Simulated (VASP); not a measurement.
# LiCl (P4_12_12) in VASP: settings compared

LiCl is run at these levels: PBE, r2SCAN; tasks: relaxation of shape and atoms at fixed volume, single point, relaxation of cell and atoms.

Program: VASP 6.6.1. These are calculated values, not measurements. Logs are shortened: lines on timing, memory, paths and dates and some standing lists are left out, and cuts for length are marked.

**1. The cell of the first run**

Symmetry: P4_12_12, No. 92, tetragonal system. Conventional cell: a = 7.018 Å, b = 7.018 Å, c = 3.707 Å, α = 90.00°, β = 90.00°, γ = 90.00°. Within 3.3 Å of Li (site symmetry 2) lie 4 Cl at 2.49 to 2.51 Å. Within 3.3 Å of Cl (site symmetry 2) lie 4 Li at 2.49 to 2.51 Å.

**2. Relaxation of shape and atoms at fixed volume, PBE (22.82 Å³/atom)**

File INCAR:

```
PREC = Accurate
ENCUT = 600
EDIFF = 1E-6
ISMEAR = 0
SIGMA = 0.02
LREAL = False
LASPH = True
NELM = 60
ALGO = Normal
ISIF = 4
LWAVE = False
LCHARG = False
GGA = PE
IBRION = 2
NSW = 50
EDIFFG = -0.01
```

File KPOINTS:

```
Automatic mesh
0
Gamma
  4 4 6
```

File POSCAR:

```
LiCl
1.0
    7.0179949373      0.0000000000      0.0000000000
    0.0000000000      7.0179949373      0.0000000000
    0.0000000000      0.0000000000      3.7066525228
Li Cl
4 4
Direct
    0.6630130282      0.6630130282      0.5000000000
    0.1630130282      0.8369869718      0.2500000000
    0.3369869718      0.3369869718      0.0000000000
    0.8369869718      0.1630130282      0.7500000000
    0.8304549490      0.8304549490      0.0000000000
    0.3304549490      0.6695450510      0.7500000000
    0.1695450510      0.1695450510      0.5000000000
    0.6695450510      0.3304549490      0.2500000000
```

Potentials or basis: VASP PAW PBE potentials, release 64 (Li_sv, Cl).

Command:

```bash
$ cat potpaw_PBE.64/Li_sv/POTCAR potpaw_PBE.64/Cl/POTCAR > POTCAR
$ mpirun -np 1 vasp_std > vasp.out
```

OUTCAR:

```text
PREC = Accurate
   ENCUT = 600
   EDIFF = 1E-6
   ISMEAR = 0
   LREAL = False
   LASPH = True
   NELM = 60
   ISIF = 4
   GGA = PE
   IBRION = 2
   NSW = 50
   EDIFFG = -0.01

 ion  position               nearest neighbor table
   1  0.663  0.663  0.500-   5 2.49   5 2.49   8 2.51   6 2.51
   2  0.163  0.837  0.250-   6 2.49   6 2.49   7 2.51   5 2.51
   3  0.337  0.337  0.000-   7 2.49   7 2.49   8 2.51   6 2.51
   4  0.837  0.163  0.750-   8 2.49   8 2.49   5 2.51   7 2.51
   5  0.830  0.830  0.000-   1 2.49   1 2.49   4 2.51   2 2.51
   6  0.330  0.670  0.750-   2 2.49   2 2.49   3 2.51   1 2.51
   7  0.170  0.170  0.500-   3 2.49   3 2.49   4 2.51   2 2.51
   8  0.670  0.330  0.250-   4 2.49   4 2.49   1 2.51   3 2.51

  LATTYP: Found a simple tetragonal cell.
 ALAT       =     7.0179949373
 C/A-ratio  =     0.5281640349

  Lattice vectors:

 A1 = (   7.0179949373,   0.0000000000,   0.0000000000)
 A2 = (   0.0000000000,   7.0179949373,   0.0000000000)
 A3 = (   0.0000000000,   0.0000000000,   3.7066525228)

Analysis of symmetry for initial positions (statically):
=====================================================================
 Subroutine PRICEL returns:
 Original cell was already a primitive cell.

 Routine SETGRP: Setting up the symmetry group for a
 simple tetragonal supercell.

 Subroutine GETGRP returns: Found  8 space group operations
 (whereof  2 operations were pure point group operations)
 out of a pool of 16 trial point group operations.

The static configuration has the point symmetry C_2 .
 The point group associated with its full space group is D_4 .

Analysis of symmetry for dynamics (positions and initial velocities):
=====================================================================
 Subroutine PRICEL returns:
 Original cell was already a primitive cell.

 Routine SETGRP: Setting up the symmetry group for a
 simple tetragonal supercell.

 Subroutine GETGRP returns: Found  8 space group operations
 (whereof  2 operations were pure point group operations)
 out of a pool of 16 trial point group operations.

The dynamic configuration has the point symmetry C_2 .
 The point group associated with its full space group is D_4 .

 Subroutine INISYM returns: Found  8 space group operations
 (whereof  2 operations are pure point group operations),
 and found     1 'primitive' translations

----------------------------------------------------------------------------------------

                                     Primitive cell

  volume of cell :     182.5610

  direct lattice vectors                    reciprocal lattice vectors
     7.017994937  0.000000000  0.000000000     0.142490841  0.000000000  0.000000000
     0.000000000  7.017994937  0.000000000     0.000000000  0.142490841  0.000000000
     0.000000000  0.000000000  3.706652523     0.000000000  0.000000000  0.269785202

  length of vectors
     7.017994937  7.017994937  3.706652523     0.142490841  0.142490841  0.269785202

  position of ions in fractional coordinates (direct lattice)
     0.663013028  0.663013028  0.500000000
     0.163013028  0.836986972  0.250000000
     0.336986972  0.336986972  0.000000000
     0.836986972  0.163013028  0.750000000
     0.830454949  0.830454949  0.000000000
     0.330454949  0.669545051  0.750000000
     0.169545051  0.169545051  0.500000000
     0.669545051  0.330454949  0.250000000

  ion indices of the primitive-cell ions
   primitive index   ion index
                 1           1
                 2           2
[... 90 lines left out ...]
   EMIN   =  10.00;   EMAX   =-10.00  energy-range for DOS
   EFERMI =   0.00;   METHOD = LEGACY
   ISMEAR =     0;   SIGMA  =   0.02  broadening in eV -4-tet -1-fermi 0-gaus
   EFERMI_NEDOS =   21; number of points for ismear=-14 and -15
   IALGO  =     38    algorithm
   IMIX   =      4    mixing-type and parameters
     AMIX     =   0.40;   BMIX     =  1.00
     AMIX_MAG =   1.60;   BMIX_MAG =  1.00
  volume/ion in A,a.u.               =      22.82       154.00
  Fermi-wavevector in a.u.,A,eV,Ry     =   0.986943  1.865052 13.252849  0.974057
  Thomas-Fermi vector in A             =   2.118361
   LORBIT       =      0    0 simple, 1 ext, 2 COOP (PROOUT), +10 PAW based schemes
   GGA     = PE    functional components
   LHFCALC =     F    Hartree Fock is set to
   AEXX    =    0.0000 exact exchange contribution
   IVDW    =     0    specifies the selected vdW correction
   LEPSILON=     F    determine dielectric tensor
   LRPA    =     F    only Hartree local field effects (RPA)
 conjugate gradient relaxation of ions
 non-spin polarized calculation
 Gauss-broadening in eV      SIGMA  =   0.02
  energy-cutoff  :      600.00
  volume of cell :      182.56
 maximum number of plane-waves:      6124
   NGX = 29   NGY = 29   NGZ = 15

--------------------------------------- Ionic step        1  -------------------------------------------

 number of electron      39.9999993 magnetization

 Free energy of the ion-electron system (eV)
  ---------------------------------------------------
  ext. energy  EPLUGINS =         0.00000000
  ---------------------------------------------------
  free energy    TOTEN  =       -29.18973533 eV

  energy without entropy =      -29.18973533  energy(sigma->0) =      -29.18973533

------------------------ aborting loop because EDIFF is reached ----------------------------------------

  FORCE on cell =-STRESS in cart. coord.  units (eV):
  Direction    XX          YY          ZZ          XY          YZ          ZX
  --------------------------------------------------------------------------------------
  -------------------------------------------------------------------------------------
  Total       -2.1882230     -2.1882230     -2.3457311      0.0000000     -0.0000000      0.0000000
  in kB      -19.2041104    -19.2041104    -20.5864201      0.0000000     -0.0000000      0.0000000
  external PRESSURE =     -19.6648803 kB  Pullay stress =       0.0000000 kB

 VOLUME and BASIS-vectors are now :
 -----------------------------------------------------------------------------
  energy-cutoff  :      600.00
  volume of cell :      182.56
      direct lattice vectors                 reciprocal lattice vectors
     7.017994937  0.000000000  0.000000000     0.142490841  0.000000000  0.000000000
     0.000000000  7.017994937  0.000000000     0.000000000  0.142490841  0.000000000
     0.000000000  0.000000000  3.706652523     0.000000000  0.000000000  0.269785202

 POSITION                                       TOTAL-FORCE (eV/Angst)
 -----------------------------------------------------------------------------------
      4.65302      4.65302      1.85333         0.003639      0.003639      0.000000
      1.14402      5.87397      0.92666         0.003639     -0.003639     -0.000000
      2.36497      2.36497      0.00000        -0.003639     -0.003639      0.000000
      5.87397      1.14402      2.77999        -0.003639      0.003639     -0.000000
      5.82813      5.82813      0.00000         0.000285      0.000285      0.000000
      2.31913      4.69886      2.77999         0.000285     -0.000285      0.000000
      1.18987      1.18987      1.85333        -0.000285     -0.000285      0.000000
      4.69886      2.31913      0.92666        -0.000285      0.000285      0.000000
 -----------------------------------------------------------------------------------
    total drift:                                0.000000     -0.000000     -0.000000

  FREE ENERGIE OF THE ION-ELECTRON SYSTEM (eV)
  ---------------------------------------------------
  free  energy   TOTEN  =       -29.1897353322 eV

  energy  without entropy=      -29.1897353322  energy(sigma->0) =      -29.18973533

--------------------------------------- Ionic step        2  -------------------------------------------

 number of electron      39.9999992 magnetization

 Free energy of the ion-electron system (eV)
  ---------------------------------------------------
  ext. energy  EPLUGINS =         0.00000000
  ---------------------------------------------------
  free energy    TOTEN  =       -29.18982911 eV

  energy without entropy =      -29.18982911  energy(sigma->0) =      -29.18982911

 E-fermi :  -1.3601     XC(G=0):  -7.2843

 val. band max:       -1.4498236957   @ k =   0.2500   0.2500   0.0000
 cond. band min:       3.9253611826   @ k =   0.0000   0.0000   0.0000
 fundamental gap:      5.3751848783
 Fermi energy:        -1.3600752704

 k-point     1 :       0.0000    0.0000    0.0000
  band No.  band energies     occupation
      1     -45.0375      2.00000
      2     -45.0366      2.00000
      3     -45.0365      2.00000
      4     -45.0365      2.00000
      5     -14.1937      2.00000
      6     -13.9286      2.00000
[... 661 lines left out ...]
     24       6.1629      0.00000
     25       7.1348      0.00000

------------------------ aborting loop because EDIFF is reached ----------------------------------------

  FORCE on cell =-STRESS in cart. coord.  units (eV):
  Direction    XX          YY          ZZ          XY          YZ          ZX
  --------------------------------------------------------------------------------------
  -------------------------------------------------------------------------------------
  Total       -2.1992289     -2.1992289     -2.3183465      0.0000000     -0.0000000      0.0000000
  in kB      -19.3006987    -19.3006987    -20.3460894      0.0000000     -0.0000000      0.0000000
  external PRESSURE =     -19.6491623 kB  Pullay stress =       0.0000000 kB

 VOLUME and BASIS-vectors are now :
 -----------------------------------------------------------------------------
  energy-cutoff  :      600.00
  volume of cell :      182.56
      direct lattice vectors                 reciprocal lattice vectors
     7.020217599  0.000000000  0.000000000     0.142445727  0.000000000  0.000000000
     0.000000000  7.020217599 -0.000000000     0.000000000  0.142445727  0.000000000
     0.000000000 -0.000000000  3.704305778     0.000000000  0.000000000  0.269956116

 POSITION                                       TOTAL-FORCE (eV/Angst)
 -----------------------------------------------------------------------------------
      4.65467      4.65467      1.85215         0.003357      0.003357      0.000000
      1.14456      5.87566      0.92608         0.003357     -0.003357      0.000000
      2.36555      2.36555     -0.00000        -0.003357     -0.003357      0.000000
      5.87566      1.14456      2.77823        -0.003357      0.003357     -0.000000
      5.82999      5.82999     -0.00000         0.000851      0.000851     -0.000000
      2.31988      4.70034      2.77823         0.000851     -0.000851      0.000000
      1.19023      1.19023      1.85215        -0.000851     -0.000851      0.000000
      4.70034      2.31988      0.92608        -0.000851      0.000851     -0.000000
 -----------------------------------------------------------------------------------
    total drift:                                0.000000     -0.000000     -0.000000

  FREE ENERGIE OF THE ION-ELECTRON SYSTEM (eV)
  ---------------------------------------------------
  free  energy   TOTEN  =       -29.1898291056 eV

  energy  without entropy=      -29.1898291056  energy(sigma->0) =      -29.18982911

 reached required accuracy - stopping structural energy minimisation
```

Run time: 78 s. Hardware: 1 thread of Intel Xeon 6975P-C (Granite Rapids), shared host; peak memory 0.35 GiB.

What came out:

| Quantity | Value |
| --- | --- |
| Free energy | -29.1898 eV |
| Energy gained by relaxing | 0.0 meV/atom |
| Ionic steps | 2 |
| Pressure after relaxing | -2.0 GPa |
| Largest force after relaxing | 0.005 eV/Å |
| Band gap on the k mesh | 5.38 eV (least direct gap 5.41 eV) |

Forces in eV/Å, atoms in the order of the input:
```
Li   0.003  0.003  0.000
Li   0.003 -0.003  0.000
Li  -0.003 -0.003  0.000
Li  -0.003  0.003  0.000
Cl   0.001  0.001  0.000
Cl   0.001 -0.001  0.000
Cl  -0.001 -0.001  0.000
Cl  -0.001  0.001  0.000
```

Final structure:
```xyz
8
Lattice="7.0202 0.0000 0.0000 0.0000 7.0202 0.0000 0.0000 0.0000 3.7043" Properties=species:S:1:pos:R:3 pbc="T T T"
Li    4.6547    4.6547    1.8522
Li    1.1446    5.8757    0.9261
Li    2.3655    2.3655    0.0000
Li    5.8757    1.1446    2.7782
Cl    5.8300    5.8300    0.0000
Cl    2.3199    4.7003    2.7782
Cl    1.1902    1.1902    1.8522
Cl    4.7003    2.3199    0.9261
```

Levels at points of the mesh, in eV from the valence-band top:
| k point | band 16 | band 17 | band 18 | band 19 | band 20 | band 21 | band 22 | band 23 | band 24 | band 25 |
| --- | --- | --- | --- | --- | --- | --- | --- | --- | --- | --- |
| (0.00, 0.00, 0.00) | -0.19 | -0.10 | -0.10 | -0.05 | -0.03 | 5.38 | 7.58 | 7.58 | 8.21 | 8.26 |
| (0.50, 0.00, 0.00) | -0.40 | -0.18 | -0.18 | -0.04 | -0.04 | 6.44 | 6.44 | 7.40 | 7.40 | 8.93 |
| (0.50, 0.50, 0.00) | -0.56 | -0.07 | -0.07 | -0.04 | -0.04 | 6.64 | 6.64 | 7.10 | 7.10 | 9.21 |
| (0.00, 0.00, 0.50) | -1.00 | -0.42 | -0.42 | -0.16 | -0.16 | 6.83 | 6.83 | 8.16 | 8.16 | 8.88 |
| (0.50, 0.00, 0.50) | -0.86 | -0.51 | -0.51 | -0.17 | -0.17 | 7.13 | 7.13 | 7.84 | 7.84 | 8.63 |
| (0.50, 0.50, 0.50) | -0.97 | -0.42 | -0.42 | -0.42 | -0.42 | 7.61 | 7.61 | 7.61 | 7.61 | 8.58 |

Caveat: the cutoff is under 1.25 times the usual one of these potentials, so pressure, stress and relaxed cells hold a basis-set (Pulay) error. A k mesh can miss the band edges.

(Part 1 of 3 ends here.)
